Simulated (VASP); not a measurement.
Sc3BN2:

```xyz
6
Lattice="4.0197 0.0000 0.0000 -2.0099 3.4812 0.0000 0.0000 0.0000 5.7218" Properties=species:S:1:pos:R:3 pbc="T T T"
Sc    0.0000    2.3208    4.3488
Sc    2.0099    1.1604    4.3488
Sc    0.0000    0.0000    5.0553
B     0.0000    0.0000    1.1897
N     0.0000    2.3208    1.8245
N     2.0099    1.1604    1.8245
```

The cell was generated, and may not be a known phase.

```yaml
Program: VASP 6.6.1
Task: relaxation of cell and atoms
Functional: PBE
Potentials_or_basis: VASP PAW PBE potentials, release 64 (Sc_sv, B, N)
Cutoff: 600 eV
k_mesh: 6 × 6 × 4
Occupations: gaussian, width 0.1 eV
Spin: no spin polarisation
```

At the start: pressure 22.0 GPa; volume 13.34 Å³/atom.

Q: How do energy, volume and symmetry change on relaxing?

A: Over 41 steps the energy falls by 3215.4 meV/atom and the volume is 13.03 Å³/atom (-2.4 %); space group P6mm (No. 183, to 0.1 Å) before, P6/mmm (No. 191, to 0.1 Å).

The path:
| step | energy change (eV) | largest force (eV/Å) | pressure (GPa) | volume (Å³) |
| --- | --- | --- | --- | --- |
| 1 | 0.0000 | 8.1512 | 21.98 | 80.07 |
| 3 | -5.6173 | 2.0184 | -4.86 | 114.33 |
| 5 | -5.2863 | 12.1540 | 12.26 | 125.97 |
| 7 | -8.3878 | 3.2922 | -5.26 | 132.85 |
| 9 | -9.9449 | 5.9595 | 9.54 | 104.01 |
| 11 | -10.7512 | 3.8671 | 2.35 | 107.62 |
| 13 | -10.9883 | 5.8266 | 3.19 | 104.59 |
| 15 | -12.5812 | 2.8221 | -0.66 | 103.29 |
| 17 | -12.8949 | 2.2858 | -0.22 | 103.00 |
| 19 | -15.0202 | 9.1313 | -0.39 | 101.16 |
| 21 | -15.0552 | 10.0314 | 0.21 | 100.95 |
| 23 | -15.4353 | 9.8152 | -0.30 | 100.73 |
| 25 | -16.4228 | 8.9366 | -1.20 | 99.78 |
| 27 | -17.9500 | 1.9720 | -6.86 | 99.10 |
| 29 | -18.1324 | 1.8702 | -8.62 | 98.62 |
| 31 | -18.2832 | 1.4679 | -8.01 | 96.94 |
| 33 | -19.1659 | 0.9514 | -0.62 | 81.86 |
| 35 | -19.2119 | 0.9761 | 1.49 | 79.43 |
| 37 | -19.2831 | 0.2569 | 0.58 | 78.23 |
| 39 | -19.2884 | 0.1908 | -0.12 | 78.39 |
| 41 | -19.2922 | 0.0224 | 0.09 | 78.18 |

Final structure:
```
Sc B N
1.0
     4.54466    0.00000    0.00000
    -2.27233    3.93579    0.00000
     0.00000    0.00000    4.37085
Sc B N
3 1 2
Direct
  0.33333 0.66667 0.62498
  0.66667 0.33333 0.62498
  0.00000 0.00000 0.12518
  0.00000 0.00000 0.62499
  0.33333 0.66667 0.12457
  0.66667 0.33333 0.12457
```

Caveat: a cell axis changed by over 15 % at a fixed basis, so the end point is rough.
